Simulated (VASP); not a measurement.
# Te (Fd-3m) in VASP: a series of runs

Runs on Te. Level: PBEsol. Tasks: single point, relaxation of cell and atoms.

Everything below comes from runs of VASP 6.6.1. Logs are shortened: lines on timing, memory, paths and dates and some standing lists are left out, and cuts for length are marked.

### Step 1. The cell of the first run

Symmetry: Fd-3m, No. 227, cubic system. The conventional cell has a = 7.332 Å, b = 7.332 Å, c = 7.332 Å, α = 90.00°, β = 90.00°, γ = 90.00°. Te (site symmetry -43m) has 4 Te at 3.17 Å within 4.2 Å.

This isn't the form of Te at room conditions, which is trigonal, of chains.

### Step 2. Single point, PBEsol (49.26 Å³/atom)

Input file INCAR:

```
SYSTEM = Te
ALGO = Normal
EDIFF = 1E-6
ENCUT = 520
GGA = PS
ISIF = 2
ISMEAR = -1
LASPH = .TRUE.
LCHARG = .TRUE.
LELF = .TRUE.
LREAL = .FALSE.
LVHAR = .TRUE.
LWAVE = .FALSE.
NBANDS = 13
NELM = 60
PREC = Accurate
SIGMA = 0.1
```

Input file KPOINTS:

```
k-points
0
G
  9 9 9
  0 0 0
```

Input file POSCAR:

```
Te
1.0
    0.0000000000      3.6658010880      3.6658010880
    3.6658010880      0.0000000000      3.6658010880
    3.6658010880      3.6658010880      0.0000000000
Te
2
Direct
    0.1250000000      0.1250000000      0.1250000000
    0.8750000000      0.8750000000      0.8750000000
```

Potentials or basis: VASP PAW PBE potentials, release 64 (Te).

On the command line:

```sh
> cat potpaw_PBE.64/Te/POTCAR > POTCAR
> mpirun -np 1 vasp_std > vasp.out
```

OUTCAR:

```text
SYSTEM = Te
   EDIFF = 1E-6
   ENCUT = 520
   GGA = PS
   ISIF = 2
   ISMEAR = -1
   LASPH = .TRUE.
   LREAL = .FALSE.
   NELM = 60
   PREC = Accurate

 ion  position               nearest neighbor table
   1  0.125  0.125  0.125-   2 3.17   2 3.17   2 3.17   2 3.17
   2  0.875  0.875  0.875-   1 3.17   1 3.17   1 3.17   1 3.17

  LATTYP: Found a face centered cubic cell.
 ALAT       =     7.3316021760

  Lattice vectors:

 A1 = (   0.0000000000,   3.6658010880,   3.6658010880)
 A2 = (   3.6658010880,   0.0000000000,   3.6658010880)
 A3 = (   3.6658010880,   3.6658010880,   0.0000000000)

Analysis of symmetry for initial positions (statically):
=====================================================================
 Subroutine PRICEL returns:
 Original cell was already a primitive cell.

 Routine SETGRP: Setting up the symmetry group for a
 face centered cubic supercell.

 Subroutine GETGRP returns: Found 48 space group operations
 (whereof 12 operations were pure point group operations)
 out of a pool of 48 trial point group operations.

The static configuration has the point symmetry D_3d.
 The point group associated with its full space group is O_h .

Analysis of symmetry for dynamics (positions and initial velocities):
=====================================================================
 Subroutine PRICEL returns:
 Original cell was already a primitive cell.

 Routine SETGRP: Setting up the symmetry group for a
 face centered cubic supercell.

 Subroutine GETGRP returns: Found 48 space group operations
 (whereof 12 operations were pure point group operations)
 out of a pool of 48 trial point group operations.

The dynamic configuration has the point symmetry D_3d.
 The point group associated with its full space group is O_h .

 Subroutine INISYM returns: Found 48 space group operations
 (whereof 12 operations are pure point group operations),
 and found     1 'primitive' translations

----------------------------------------------------------------------------------------

                                     Primitive cell

  volume of cell :      98.5228

  direct lattice vectors                    reciprocal lattice vectors
     0.000000000  3.665801088  3.665801088    -0.136395835  0.136395835  0.136395835
     3.665801088  0.000000000  3.665801088     0.136395835 -0.136395835  0.136395835
     3.665801088  3.665801088  0.000000000     0.136395835  0.136395835 -0.136395835

  length of vectors
     5.184225616  5.184225616  5.184225616     0.236244516  0.236244516  0.236244516

  position of ions in fractional coordinates (direct lattice)
     0.125000000  0.125000000  0.125000000
     0.875000000  0.875000000  0.875000000

  ion indices of the primitive-cell ions
   primitive index   ion index
                 1           1
                 2           2

----------------------------------------------------------------------------------------

 KPOINTS: k-points

Automatic generation of k-mesh.
 Grid dimensions read from file:
 generate k-points for:    9    9    9

 Generating k-lattice:

  Cartesian coordinates                     Fractional coordinates (reciprocal lattice)
    -0.015155093  0.015155093  0.015155093     0.111111111  0.000000000  0.000000000
     0.015155093 -0.015155093  0.015155093     0.000000000  0.111111111  0.000000000
     0.015155093  0.015155093 -0.015155093     0.000000000  0.000000000  0.111111111

  Length of vectors
     0.026249391  0.026249391  0.026249391

  Shift w.r.t. Gamma in fractional coordinates (k-lattice)
     0.000000000  0.000000000  0.000000000

 Subroutine IBZKPT returns following result:
 ===========================================

 Found     35 irreducible k-points:

 Following reciprocal coordinates:
            Coordinates               Weight
  0.000000  0.000000  0.000000      1.000000
  0.111111  0.000000  0.000000      8.000000
  0.222222  0.000000  0.000000      8.000000
  0.333333  0.000000  0.000000      8.000000
  0.444444  0.000000  0.000000      8.000000
  0.111111  0.111111  0.000000      6.000000
[... 16 lines left out ...]
 -0.333333  0.333333  0.000000     12.000000
  0.444444  0.444444  0.000000      6.000000
 [... further k-points ...]
   k-points           NKPTS =     35   k-points in BZ     NKDIM =     35   number of bands    NBANDS=     13
   number of dos      NEDOS =    301   number of ions     NIONS =      2
   total plane-waves  NPLWV =  64000
   dimension x,y,z NGX =    40 NGY =   40 NGZ =   40
   dimension x,y,z NGXF=    80 NGYF=   80 NGZF=   80
   ions per type =               2
   NGX,Y,Z   is equivalent  to a cutoff of  12.83, 12.83, 12.83 a.u.
   NGXF,Y,Z  is equivalent  to a cutoff of  25.65, 25.65, 25.65 a.u.
 SYSTEM =  Te
   PREC   = accura    normal or accurate (medium, high low for compatibility)
   ISTART =      0    job   : 0-new  1-cont  2-samecut
   ICHARG =      2    charge: 1-file 2-atom 10-const
   ISPIN  =      1    spin polarized calculation?
   LNONCOLLINEAR =      F non collinear calculations
   LSORBIT =      F    spin-orbit coupling
   LASPH  =      T    aspherical Exc in radial PAW
   ENCUT  =  520.0 eV  38.22 Ry    6.18 a.u.   9.64  9.64  9.64*2*pi/ulx,y,z
   NELM   =     60;   NELMIN=  2; NELMDL= -5     # of ELM steps
   EDIFF  = 0.1E-05   stopping-criterion for ELM
   LREAL  =      F    real-space projection
   EDIFFG = 0.1E-04   stopping-criterion for IOM
   NSW    =      0    number of steps for IOM
   IBRION =     -1    ionic relax: 0-MD 1-quasi-New 2-CG
   NFREE  =      0    steps in history (QN), initial steepest desc. (CG)
   ISIF   =      2    stress and relaxation
   ISYM   =      2    0-nonsym 1-usesym 2-fastsym
   POTIM  = 0.5000    time-step for ionic-motion
   TEBEG  =    0.0;   TEEND  =   0.0 temperature during run
   PSTRESS=    0.0 pullay stress
   NELECT =      12.0000    total number of electrons
   NUPDOWN=      -1.0000    fix difference up-down
   EMIN   =  10.00;   EMAX   =-10.00  energy-range for DOS
   EFERMI =   0.00;   METHOD = LEGACY
   ISMEAR =    -1;   SIGMA  =   0.10  broadening in eV -4-tet -1-fermi 0-gaus
   EFERMI_NEDOS =   21; number of points for ismear=-14 and -15
   IALGO  =     38    algorithm
   IMIX   =      4    mixing-type and parameters
     AMIX     =   0.40;   BMIX     =  1.00
     AMIX_MAG =   1.60;   BMIX_MAG =  1.00
  volume/ion in A,a.u.               =      49.26       332.43
  Fermi-wavevector in a.u.,A,eV,Ry     =   0.811502  1.533517  8.959923  0.658536
  Thomas-Fermi vector in A             =   1.920873
   LORBIT       =      0    0 simple, 1 ext, 2 COOP (PROOUT), +10 PAW based schemes
   GGA     = PS    functional components
   LHFCALC =     F    Hartree Fock is set to
   AEXX    =    0.0000 exact exchange contribution
   IVDW    =     0    specifies the selected vdW correction
   LEPSILON=     F    determine dielectric tensor
   LRPA    =     F    only Hartree local field effects (RPA)
 non-spin polarized calculation
  energy-cutoff  :      520.00
  volume of cell :       98.52
 maximum number of plane-waves:      2693
   NGX = 19   NGY = 19   NGZ = 19

 number of electron      12.0000000 magnetization

 Free energy of the ion-electron system (eV)
  ---------------------------------------------------
  ext. energy  EPLUGINS =         0.00000000
  ---------------------------------------------------
  free energy    TOTEN  =        -5.98275066 eV

  energy without entropy =       -5.91475134  energy(sigma->0) =       -5.94875100

 E-fermi :   2.5562     XC(G=0):  -7.4710

 val. band max:        2.5485680315   @ k =  -0.1111   0.1111   0.0000
 cond. band min:       2.5733202675   @ k =  -0.3333   0.2222   0.0000
 fundamental gap:      0.0247522360
 Fermi energy:         2.5562403583

 k-point     1 :       0.0000    0.0000    0.0000
  band No.  band energies     occupation
      1     -10.0170      2.00000
      2      -6.2939      2.00000
      3      -0.2083      2.00000
      4      -0.2083      2.00000
      5      -0.2083      2.00000
      6       1.9753      1.99402
      7       1.9753      1.99402
      8       1.9753      1.99402
      9       6.1756      0.00000
     10       8.5732      0.00000
     11       8.5732      0.00000
     12       9.9768      0.00000
     13       9.9768      0.00000

 k-point     2 :       0.1111    0.0000    0.0000
  band No.  band energies     occupation
      1      -9.9573      2.00000
      2      -6.4331      2.00000
      3      -0.2917      2.00000
      4      -0.2917      2.00000
      5      -0.2484      2.00000
      6       2.0999      1.97936
      7       2.1024      1.97885
      8       2.1024      1.97885
      9       6.4745      0.00000
     10       8.3357      0.00000
     11       8.3357      0.00000
     12       9.7433      0.00000
     13      10.5083      0.00000

 k-point     3 :       0.2222    0.0000    0.0000
  band No.  band energies     occupation
      1      -9.7876      2.00000
      2      -6.7914      2.00000
      3      -0.4707      2.00000
      4      -0.4707      2.00000
      5      -0.3833      2.00000
      6       2.3858      1.69213
      7       2.3858      1.69213
      8       2.5250      1.15494
      9       7.1318      0.00000
     10       8.1262      0.00000
     11       8.1262      0.00000
     12       9.4821      0.00000
     13      11.5548      0.00000
[... 305 lines left out ...]
 k-point    23 :      -0.3333    0.3333    0.0000
  band No.  band energies     occupation
      1      -8.9262      2.00000
      2      -8.0821      2.00000
      3      -1.6366      2.00000
      4      -1.0409      2.00000
      5       0.7022      2.00000
      6       2.3278      1.81516
      7       3.5296      0.00012
      8       3.7783      0.00001
      9       6.9173      0.00000
     10       8.3832      0.00000
     11       8.4993      0.00000
     12      10.9783      0.00000
     13      11.7269      0.00000

 k-point    24 :       0.4444    0.4444    0.0000
  band No.  band energies     occupation
      1      -8.8130      2.00000
      2      -8.2150      2.00000
      3      -1.2968      2.00000
      4      -1.2968      2.00000
      5       0.9815      2.00000
      6       1.0993      2.00000
      7       4.2041      0.00000
      8       4.2041      0.00000
      9       7.1971      0.00000
     10       8.0252      0.00000
     11      10.2515      0.00000
     12      10.2515      0.00000
     13      10.4997      0.00000

 [... further k-points ...]
[... 5 lines left out ...]
  --------------------------------------------------------------------------------------
  -------------------------------------------------------------------------------------
  Total       -1.6347992     -1.6347992     -1.6347992     -0.0000000     -0.0000000      0.0000000
  in kB      -26.5851009    -26.5851009    -26.5851009     -0.0000000     -0.0000000      0.0000000
  external PRESSURE =     -26.5851009 kB  Pullay stress =       0.0000000 kB

 VOLUME and BASIS-vectors are now :
 -----------------------------------------------------------------------------
  energy-cutoff  :      520.00
  volume of cell :       98.52
      direct lattice vectors                 reciprocal lattice vectors
     0.000000000  3.665801088  3.665801088    -0.136395835  0.136395835  0.136395835
     3.665801088  0.000000000  3.665801088     0.136395835 -0.136395835  0.136395835
     3.665801088  3.665801088  0.000000000     0.136395835  0.136395835 -0.136395835

 POSITION                                       TOTAL-FORCE (eV/Angst)
 -----------------------------------------------------------------------------------
      0.91645      0.91645      0.91645        -0.000000     -0.000000     -0.000000
      6.41515      6.41515      6.41515         0.000000      0.000000      0.000000
 -----------------------------------------------------------------------------------
    total drift:                                0.000000      0.000000     -0.000000

  FREE ENERGIE OF THE ION-ELECTRON SYSTEM (eV)
  ---------------------------------------------------
  free  energy   TOTEN  =        -5.9827506616 eV

  energy  without entropy=       -5.9147513402  energy(sigma->0) =       -5.94875100
```

It took 49 s on 1 thread of Intel Xeon Platinum 8259CL at 2.50GHz (Skylake/Cascade Lake), shared host; peak memory 0.25 GiB.

Results:

```
Free energy            : -5.9828 eV
Pressure               : -2.7 GPa
Band gap on the k mesh : zero (bands 6 and 7 overlap by 0.83 eV)
```

Caveat: the PAW data sets were made with another functional, which shifts forces and pressure a little; spin-orbit coupling is left out, which moves the levels of the heavy elements.

### Step 3. Relaxation of cell and atoms, PBEsol

This run uses another cell than the first one, of 38.93 Å³/atom.

Input file INCAR:

```
SYSTEM = Te
PREC = Accurate ; ENCUT = 600
EDIFF = 1E-7 ; ISMEAR = -1
SIGMA = 0.1 ; LREAL = .False.
LASPH = .True. ; NELM = 100
ALGO = Normal ; ISIF = 3
LWAVE = .False. ; LCHARG = .False.
GGA = PS ; IBRION = 2
NSW = 80 ; EDIFFG = -0.01
```

Input file KPOINTS:

```
regular mesh
0
Gamma
  8 8 8
  0 0 0
```

Input file POSCAR:

```
Te
1.0
    0.0000000000      3.3891640866      3.3891640866
    3.3891640866      0.0000000000      3.3891640866
    3.3891640866      3.3891640866      0.0000000000
Te
2
Direct
    0.1250000000      0.1250000000      0.1250000000
    0.8750000000      0.8750000000      0.8750000000
```

Potentials or basis: VASP PAW PBE potentials, release 64 (Te).

On the command line:

```sh
> cat potpaw_PBE.64/Te/POTCAR > POTCAR
> mpirun -np 1 vasp_std > vasp.out
```

OUTCAR:

```text
SYSTEM = Te
   PREC = Accurate
   ENCUT = 600
   EDIFF = 1E-7
   ISMEAR = -1
   LREAL = .False.
   LASPH = .True.
   NELM = 100
   ISIF = 3
   GGA = PS
   IBRION = 2
   NSW = 80
   EDIFFG = -0.01

 ion  position               nearest neighbor table
   1  0.125  0.125  0.125-   2 2.94   2 2.94   2 2.94   2 2.94
   2  0.875  0.875  0.875-   1 2.94   1 2.94   1 2.94   1 2.94

  LATTYP: Found a face centered cubic cell.
 ALAT       =     6.7783281732

  Lattice vectors:

 A1 = (   0.0000000000,   3.3891640866,   3.3891640866)
 A2 = (   3.3891640866,   0.0000000000,   3.3891640866)
 A3 = (   3.3891640866,   3.3891640866,   0.0000000000)

Analysis of symmetry for initial positions (statically):
=====================================================================
 Subroutine PRICEL returns:
 Original cell was already a primitive cell.

 Routine SETGRP: Setting up the symmetry group for a
 face centered cubic supercell.

 Subroutine GETGRP returns: Found 48 space group operations
 (whereof 12 operations were pure point group operations)
 out of a pool of 48 trial point group operations.
[... 173 lines left out ...]
  -------------------------------------------------------------------------------------
  Total        2.3598307      2.3598307      2.3598307      0.0000000      0.0000000     -0.0000000
  in kB       48.5605552     48.5605552     48.5605552      0.0000000      0.0000000     -0.0000000
  external PRESSURE =      48.5605552 kB  Pullay stress =       0.0000000 kB
[... 59 lines left out ...]
--------------------------------------- Ionic step        3  -------------------------------------------

 number of electron      11.9999999 magnetization

 Free energy of the ion-electron system (eV)
  ---------------------------------------------------
  ext. energy  EPLUGINS =         0.00000000
  ---------------------------------------------------
  free energy    TOTEN  =        -6.07877062 eV

  energy without entropy =       -6.01353209  energy(sigma->0) =       -6.04615136

 E-fermi :   3.6112     XC(G=0):  -7.9334

 val. band max:        3.5474645960   @ k =  -0.2500   0.1250   0.0000
 cond. band min:       3.6146814182   @ k =  -0.3750   0.2500   0.0000
 fundamental gap:      0.0672168222
 Fermi energy:         3.6112452914

 k-point     1 :       0.0000    0.0000    0.0000
  band No.  band energies     occupation
      1      -9.6169      2.00000
      2      -4.9797      2.00000
      3       0.4890      2.00000
      4       0.4890      2.00000
      5       0.4890      2.00000
      6       2.8722      1.99877
      7       2.8722      1.99877
      8       2.8722      1.99877
      9       7.0961      0.00000
     10       9.4971      0.00000
[... 287 lines left out ...]
 k-point    24 :      -0.3750    0.2500    0.1250
  band No.  band energies     occupation
      1      -8.5039      2.00000
      2      -7.0703      2.00000
      3      -1.0171      2.00000
      4      -0.4353      2.00000
      5       1.3911      2.00000
      6       3.4944      1.52566
      7       4.4614      0.00041
      8       5.0019      0.00000
      9       8.1626      0.00000
     10       9.0955      0.00000

 [... further k-points ...]
[... 5 lines left out ...]
  --------------------------------------------------------------------------------------
  -------------------------------------------------------------------------------------
  Total        0.0132336      0.0132336      0.0132336     -0.0000000     -0.0000000      0.0000000
  in kB        0.2410610      0.2410610      0.2410610     -0.0000000     -0.0000000      0.0000000
  external PRESSURE =       0.2410610 kB  Pullay stress =       0.0000000 kB
[... 17 lines left out ...]
  FREE ENERGIE OF THE ION-ELECTRON SYSTEM (eV)
  ---------------------------------------------------
  free  energy   TOTEN  =        -6.0787706189 eV

  energy  without entropy=       -6.0135320911  energy(sigma->0) =       -6.04615136

 reached required accuracy - stopping structural energy minimisation
```

OSZICAR:

```text
N       E                     dE             d eps       ncg     rms          rms(c)
DAV:   1     0.501130759650E+02    0.50113E+02   -0.48167E+03   580   0.106E+03
DAV:   2    -0.299567673146E+01   -0.53109E+02   -0.51609E+02   882   0.130E+02
DAV:   3    -0.589618620167E+01   -0.29005E+01   -0.28291E+01   730   0.362E+01
[... 30 lines left out ...]
DAV:   9    -0.607877192701E+01    0.11015E-05   -0.47855E-08   394   0.165E-03    0.441E-02
DAV:  10    -0.607877106979E+01    0.85722E-06   -0.40374E-08   294   0.160E-03    0.157E-02
DAV:  11    -0.607877075688E+01    0.31291E-06   -0.11833E-08   290   0.104E-03    0.513E-03
DAV:  12    -0.607877063680E+01    0.12008E-06   -0.71726E-09   290   0.745E-04    0.658E-04
DAV:  13    -0.607877061888E+01    0.17918E-07   -0.28583E-09   290   0.461E-04
   3 F= -.60787706E+01 E0= -.60461514E+01  d E =-.137774E+00
```

CONTCAR:

```text
Te
   1.00000000000000
     0.0000000000000000    3.5297472072215261    3.5297472072215261
     3.5297472072215261    0.0000000000000000    3.5297472072215261
     3.5297472072215261    3.5297472072215261   -0.0000000000000000
  Te
     2
Direct
     0.1250000000000000    0.1250000000000000    0.1250000000000000
     0.8750000000000000    0.8750000000000000    0.8750000000000000

  0.00000000E+00  0.00000000E+00  0.00000000E+00
  0.00000000E+00  0.00000000E+00  0.00000000E+00
```

It took 1.8 min on 1 thread of Intel Xeon Platinum 8259CL at 2.50GHz (Skylake/Cascade Lake), shared host; peak memory 0.24 GiB.

What came out:

```yaml
Free_energy: -6.0788 eV
Relaxed_volume: 43.98 Å³/atom
Relaxed_cell: a = 4.992 Å, b = 4.992 Å, c = 4.992 Å, α = 60.00°, β = 60.00°, γ = 60.00°
Space_group_after_relaxing_to_0.1_Å: Fd-3m (No. 227)
Energy_gained_by_relaxing: 68.9 meV/atom
Ionic_steps: 3
Pressure_after_relaxing: 0.0 GPa
Band_gap_on_the_k_mesh: zero (bands 6 and 7 overlap by 0.97 eV)
```

The path:
| step | energy change (eV) | largest force (eV/Å) | pressure (GPa) | volume (Å³) |
| --- | --- | --- | --- | --- |
| 1 | 0.0000 | 0.0000 | 4.86 | 77.86 |
| 2 | -0.1227 | 0.0000 | -1.19 | 91.93 |
| 3 | -0.1378 | 0.0000 | 0.02 | 87.96 |

Final structure:
```
CELL_PARAMETERS angstrom
0.00000 3.52975 3.52975
3.52975 0.00000 3.52975
3.52975 3.52975 0.00000
ATOMIC_POSITIONS crystal
Te 0.12500 0.12500 0.12500
Te 0.87500 0.87500 0.87500
```

Levels at points of the mesh, in eV from the Fermi level:
| k point | band 4 | band 5 | band 6 | band 7 | band 8 | band 9 |
| --- | --- | --- | --- | --- | --- | --- |
| (0.00, 0.00, 0.00) | -3.12 | -3.12 | -0.74 | -0.74 | -0.74 | 3.48 |
| (0.50, 0.00, 0.00) | -3.74 | -3.59 | 0.23 | 0.23 | 1.69 | 5.32 |
| (0.50, 0.50, 0.00) | -4.41 | -1.70 | -1.70 | 2.06 | 2.06 | 5.05 |

Caveat: the PAW data sets were made with another functional, which shifts forces and pressure a little; spin-orbit coupling is left out, which moves the levels of the heavy elements.

(Part 1 of 2 ends here.)
